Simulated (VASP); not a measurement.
# SiO2 (Fddd) in VASP: notebook, part 2 of 2

VASP 6.6.1. Earlier steps stand in the parts before.

## (3) Single point, PBE (13.60 Å³/atom)

This run uses another cell than the first one, of 13.60 Å³/atom.

Input file INCAR:

```
SYSTEM = SiO2
ALGO = Normal ; EDIFF = 1E-6
ENCUT = 520 ; GGA = PE
ISIF = 2 ; ISMEAR = 0
LASPH = .True. ; LCHARG = .False.
LREAL = .False. ; LWAVE = .False.
NBANDS = 44 ; NELM = 80
PREC = Accurate ; SIGMA = 0.02
```

Input file KPOINTS:

```
k-points
0
Gamma
  6 6 6
  0 0 0
```

Input file POSCAR:

```
SiO2
1.0
    0.0000000000      4.7047076343      7.3726925049
    2.3529805056      0.0000000000      7.3726925049
    2.3529805056      4.7047076343      0.0000000000
Si O
4 8
Direct
    0.5627272679      0.5627272679      0.9372727321
    0.3127272679      0.3127272679      0.6872727321
    0.6872727321      0.6872727321      0.3127272679
    0.9372727321      0.9372727321      0.5627272679
    0.6250000000      0.1250000000      0.6250000000
    0.6250000000      0.6250000000      0.1250000000
    0.6250000000      0.6250000000      0.6250000000
    0.1250000000      0.6250000000      0.6250000000
    0.1825791124      0.8174208876      0.1825791124
    0.8174208876      0.1825791124      0.8174208876
    0.4325791124      0.0674208876      0.4325791124
    0.0674208876      0.4325791124      0.0674208876
```

Potentials or basis: VASP PAW PBE potentials, release 64 (Si, O).

Run with:

```
cat potpaw_PBE.64/Si/POTCAR potpaw_PBE.64/O/POTCAR > POTCAR
mpirun -np 1 vasp_std > vasp.out
```

It took 6.2 min on 1 thread of Intel Xeon Platinum 8488C (Sapphire Rapids), shared host; peak memory 0.53 GiB.

It converged, with:

| Quantity | Value |
| --- | --- |
| Free energy | -94.7024 eV |
| Pressure | 3.9 GPa |
| Largest force | 0.036 eV/Å |
| Band gap on the k mesh | 5.78 eV |

Forces on the atoms (eV/Å):
```
Si   0.000  0.000  0.036
Si   0.000  0.000  0.036
Si   0.000  0.000 -0.036
Si   0.000  0.000 -0.036
O    0.000  0.000  0.000
O    0.000  0.000  0.000
O    0.000  0.000  0.000
O    0.000  0.000  0.000
O    0.000 -0.001  0.000
O    0.000  0.001  0.000
O    0.000 -0.001  0.000
O    0.000  0.001  0.000
```

Stress tensor (GPa, compression positive):
```
4.00 0.00 0.00
0.00 3.76 0.00
0.00 0.00 3.95
```

Levels at points of the mesh, in eV from the valence-band top:
```csv
k point,band 28,band 29,band 30,band 31,band 32,band 33,band 34,band 35,band 36,band 37
"(0.00, 0.00, 0.00)",-0.78,-0.53,-0.43,0.00,0.00,5.78,8.36,8.39,8.74,8.83
"(0.50, 0.00, 0.00)",-0.85,-0.58,-0.52,-0.29,-0.24,8.25,8.81,8.92,9.59,9.84
"(0.50, 0.50, 0.00)",-0.77,-0.60,-0.60,-0.12,-0.12,6.94,6.94,8.81,8.81,9.38
"(0.50, 0.00, 0.50)",-1.32,-0.87,-0.87,-0.26,-0.26,7.87,7.87,9.53,9.53,10.10
"(0.00, 0.50, 0.50)",-1.22,-0.87,-0.87,-0.12,-0.12,8.16,8.16,9.15,9.15,9.88
```

Caveat: the cell stands under pressure. A k mesh can miss the band edges.

## (4) Single point, PBE

This run uses another cell than the first one, of 13.66 Å³/atom.

Input file INCAR:

```
PREC = Accurate ; ENCUT = 520
EDIFF = 1E-7 ; ISMEAR = 0
SIGMA = 0.02 ; LREAL = F
LASPH = T ; NELM = 60
ALGO = Normal ; ISIF = 2
LWAVE = F ; LCHARG = T
GGA = PE ; LELF = T
LVHAR = T ; NBANDS = 44
```

Input file KPOINTS:

```
Automatic mesh
0
Gamma
  6 6 6
```

Input file POSCAR:

```
SiO2
1.0
    0.0000000000      4.7162571100      7.3627753715
    2.3595806657      0.0000000000      7.3627753715
    2.3595806657      4.7162571100      0.0000000000
Si O
4 8
Direct
    0.5627759082      0.5627759082      0.9372240918
    0.3127759082      0.3127759082      0.6872240918
    0.6872240918      0.6872240918      0.3127759082
    0.9372240918      0.9372240918      0.5627759082
    0.6250000000      0.1250000000      0.6250000000
    0.6250000000      0.6250000000      0.1250000000
    0.6250000000      0.6250000000      0.6250000000
    0.1250000000      0.6250000000      0.6250000000
    0.1830917255      0.8169082745      0.1830917255
    0.8169082745      0.1830917255      0.8169082745
    0.4330917255      0.0669082745      0.4330917255
    0.0669082745      0.4330917255      0.0669082745
```

Run with:

```
cat potpaw_PBE.64/Si/POTCAR potpaw_PBE.64/O/POTCAR > POTCAR
mpirun -np 1 vasp_std > vasp.out
```

Wall time 7.1 min (1 thread of Intel Xeon Platinum 8488C (Sapphire Rapids), shared host); peak memory 0.53 GiB.

The run converged. Its results:

| Item | Value |
| --- | --- |
| Free energy | -94.7175 eV |
| Pressure | 3.4 GPa |
| Largest force | 0.037 eV/Å |
| Band gap on the k mesh | 5.76 eV |

Forces in eV/Å, atoms in the order of the input:
```
Si   0.000  0.000  0.037
Si   0.000  0.000  0.037
Si   0.000  0.000 -0.037
Si   0.000  0.000 -0.037
O    0.000  0.000  0.000
O    0.000  0.000  0.000
O    0.000  0.000  0.000
O    0.000  0.000  0.000
O    0.000  0.000  0.000
O    0.000  0.000  0.000
O    0.000  0.000  0.000
O    0.000  0.000  0.000
```

Stress tensor (GPa, compression positive):
```
3.43 0.00 0.00
0.00 3.22 0.00
0.00 0.00 3.59
```

Levels at points of the mesh, in eV from the valence-band top:
| k point | band 28 | band 29 | band 30 | band 31 | band 32 | band 33 | band 34 | band 35 | band 36 | band 37 |
| --- | --- | --- | --- | --- | --- | --- | --- | --- | --- | --- |
| (0.00, 0.00, 0.00) | -0.78 | -0.55 | -0.42 | -0.01 | 0.00 | 5.76 | 8.35 | 8.38 | 8.74 | 8.80 |
| (0.50, 0.00, 0.00) | -0.85 | -0.58 | -0.52 | -0.29 | -0.24 | 8.21 | 8.79 | 8.88 | 9.57 | 9.82 |
| (0.50, 0.50, 0.00) | -0.77 | -0.61 | -0.61 | -0.13 | -0.13 | 6.92 | 6.92 | 8.80 | 8.80 | 9.36 |
| (0.50, 0.00, 0.50) | -1.32 | -0.86 | -0.86 | -0.26 | -0.26 | 7.85 | 7.85 | 9.52 | 9.52 | 10.10 |
| (0.00, 0.50, 0.50) | -1.22 | -0.87 | -0.87 | -0.12 | -0.12 | 8.14 | 8.14 | 9.13 | 9.13 | 9.88 |

Caveat: the cell stands under pressure. A k mesh can miss the band edges.

## (5) Single point, PBE

Input file INCAR:

```
PREC     = Accurate       # precision mode
ENCUT    = 520            # plane-wave cutoff, eV
EDIFF    = 1E-7           # SCF threshold, eV
ISMEAR   = 0              # smearing method
SIGMA    = 0.02           # smearing width, eV
LREAL    = False          # projectors in reciprocal space
LASPH    = True           # aspherical terms in the spheres
NELM     = 100            # most SCF steps
ALGO     = Normal         # electronic algorithm
ISIF     = 2              # what is computed and relaxed
LWAVE    = False          # write WAVECAR
LCHARG   = True           # write CHGCAR
GGA      = PE             # functional
LELF     = True           # ELF
LVHAR    = True         
NBANDS   = 44             # bands
```

Input file KPOINTS:

```
regular mesh
0
Gamma
  6 6 6
```

Input file POSCAR:

```
SiO2
1.0
    0.0000000000      4.7609660487      7.4276238211
    2.3793611772      0.0000000000      7.4276238211
    2.3793611772      4.7609660487      0.0000000000
Si O
4 8
Direct
    0.5631578757      0.5631578757      0.9368421243
    0.3131578757      0.3131578757      0.6868421243
    0.6868421243      0.6868421243      0.3131578757
    0.9368421243      0.9368421243      0.5631578757
    0.6250000000      0.1250000000      0.6250000000
    0.6250000000      0.6250000000      0.1250000000
    0.6250000000      0.6250000000      0.6250000000
    0.1250000000      0.6250000000      0.6250000000
    0.1862134379      0.8137865621      0.1862134379
    0.8137865621      0.1862134379      0.8137865621
    0.4362134379      0.0637865621      0.4362134379
    0.0637865621      0.4362134379      0.0637865621
```

Run with:

```
cat potpaw_PBE.64/Si/POTCAR potpaw_PBE.64/O/POTCAR > POTCAR
mpirun -np 1 vasp_std > vasp.out
```

Wall time 15 min (1 thread of AMD EPYC 7R13, shared host); peak memory 0.52 GiB.

It converged, with:

| Item | Value |
| --- | --- |
| Free energy | -94.7715 eV |
| Pressure | 0.1 GPa |
| Largest force | 0.034 eV/Å |
| Band gap on the k mesh | 5.60 eV |

Forces on the atoms (eV/Å):
```
Si   0.000  0.000  0.034
Si   0.000  0.000  0.034
Si   0.000  0.000 -0.034
Si   0.000  0.000 -0.034
O    0.000  0.000  0.000
O    0.000  0.000  0.000
O    0.000  0.000  0.000
O    0.000  0.000  0.000
O    0.000  0.000  0.000
O    0.000  0.000  0.000
O    0.000  0.000  0.000
O    0.000  0.000  0.000
```

Stress tensor (GPa, compression positive):
```
 0.20  0.00  0.00
 0.00 -0.03  0.00
 0.00  0.00  0.13
```

Levels at points of the mesh, in eV from the valence-band top:
| k point | band 28 | band 29 | band 30 | band 31 | band 32 | band 33 | band 34 | band 35 | band 36 | band 37 |
| --- | --- | --- | --- | --- | --- | --- | --- | --- | --- | --- |
| (0.00, 0.00, 0.00) | -0.74 | -0.61 | -0.43 | -0.04 | 0.00 | 5.60 | 8.18 | 8.27 | 8.53 | 8.66 |
| (0.50, 0.00, 0.00) | -0.90 | -0.59 | -0.55 | -0.31 | -0.26 | 7.96 | 8.60 | 8.62 | 9.38 | 9.69 |
| (0.50, 0.50, 0.00) | -0.76 | -0.60 | -0.60 | -0.15 | -0.15 | 6.75 | 6.75 | 8.68 | 8.68 | 9.15 |
| (0.50, 0.00, 0.50) | -1.34 | -0.84 | -0.84 | -0.25 | -0.25 | 7.71 | 7.71 | 9.43 | 9.43 | 10.05 |
| (0.00, 0.50, 0.50) | -1.20 | -0.87 | -0.87 | -0.12 | -0.12 | 7.95 | 7.95 | 8.98 | 8.98 | 9.80 |

A k mesh can miss the band edges.

## (6) Overview

| cell | smearing | gap on the mesh (eV) | pressure (GPa) | largest force (eV/Å) |
| --- | --- | --- | --- | --- |
| a = 8.823, b = 7.800, c = 5.322 Å, angles 82.2, 61.1, 36.7°, 12 atoms, atomic positions A | gaussian 0.01 eV | 5.60 | 0.1 | 0.03 |
| a = 8.746, b = 7.739, c = 5.260 Å, angles 82.2, 61.2, 36.6°, 12 atoms, atomic positions B | gaussian 0.02 eV | 5.78 | 3.9 | 0.04 |
| a = 8.744, b = 7.732, c = 5.274 Å, angles 82.2, 61.2, 36.7°, 12 atoms, atomic positions B | gaussian 0.02 eV | 5.76 | 3.4 | 0.04 |
| a = 8.822, b = 7.799, c = 5.322 Å, angles 82.2, 61.1, 36.7°, 12 atoms, atomic positions A | gaussian 0.02 eV | 5.60 | 0.1 | 0.03 |

Alike in all rows: task single point; level PBE; potentials or basis VASP PAW PBE potentials, release 64 (Si, O); no spin polarisation; k mesh 6 × 6 × 6; cutoff (eV) 520.

Caveats: the cell stands under pressure (at least some runs).

Absolute energies hang on the potentials; compare differences alone.
